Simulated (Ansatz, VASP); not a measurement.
# Zr in VASP and in Ansatz

```
Zr
1.0
     3.14397    0.00000    0.00000
    -1.57198    2.72275    0.00000
     0.00000    0.00000    5.08946
Zr
2
Direct
  0.33333 0.66667 0.25000
  0.66667 0.33333 0.75000
```

Alike in both runs: task single point; functional LDA; k mesh 12 × 12 × 6; occupations methfessel-paxton of order 1, width 0.3 eV; no spin polarisation.

|  | VASP | Ansatz |
| --- | --- | --- |
| version | VASP 6.6.1 | Ansatz 0.2.0 |
| potentials or method | VASP PAW LDA potentials, release 64 (Zr_sv), cutoff 520 eV | plane waves (420 eV) with PAW, scalar-relativistic |
| valence electrons in the cell | 24 | 24 |

Ansatz gave:

* pressure (GPa): 0.0
* traceless stress, the component that is largest in VASP (GPa): -0.26

Estimate VASP's values.

pressure (GPa): 0.1; traceless stress, the component that is largest in VASP (GPa): -0.21.

Ansatz warns that its potentials were made for another functional, while VASP's fit it. LDA's correlation is that of Perdew and Zunger in VASP and of Perdew and Wang (1992) in Ansatz.
